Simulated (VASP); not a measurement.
Write the native input for VASP 6.6.1 that does the following.

- Task: relaxation of cell and atoms
- Functional: PBE
- Potentials or basis: VASP PAW PBE potentials, release 64 (Ag, Br)
- Cutoff: 600 eV
- k mesh: 12 × 12 × 12
- Occupations: gaussian, width 0.1 eV
- Spin: no spin polarisation
- Dipole correction: no
- Further INCAR settings: ALGO = Normal; EDIFF = 1e-06; IBRION = 2; EDIFFG = -0.01; NSW = 100; ISIF = 3

The structure of AgBr2 lies in POSCAR:

```
AgBr2
1.0
    0.0000000000      3.4410274354      3.4410274354
    3.4410274354      0.0000000000      3.4410274354
    3.4410274354      3.4410274354      0.0000000000
Ag Br
1 2
Direct
    0.0000000000      0.0000000000      0.0000000000
    0.2500000000      0.2500000000      0.2500000000
    0.7500000000      0.7500000000      0.7500000000
```

One way to write it, as run:

INCAR

```
  ALGO = Normal
  EDIFF = 1E-6
  EDIFFG = -0.01
  ENCUT = 600
  GGA = PE
  IBRION = 2
  ISIF = 3
  ISMEAR = 0
  LASPH = T
  LCHARG = F
  LREAL = F
  LWAVE = F
  NELM = 100
  NSW = 100
  PREC = Accurate
  SIGMA = 0.1
```

KPOINTS

```
k-points
0
Gamma
  12 12 12
```

Potentials or basis: VASP PAW PBE potentials, release 64 (Ag, Br).

The run is started by

```console
$ cat potpaw_PBE.64/Ag/POTCAR potpaw_PBE.64/Br/POTCAR > POTCAR
$ mpirun -np 1 vasp_std > vasp.out
```

Results of the run:

The pressure after relaxing is 0.0 GPa.

Caveat: the relaxation stopped at its first step, so nothing moved; an odd number of electrons without spin polarisation forces a metal; a magnetic or distorted state may lie lower.

Wall time 71 s on 1 thread of AMD EPYC 9R45 96-Core Processor (Zen 5), with other jobs on the host, peak memory 0.28 GiB.
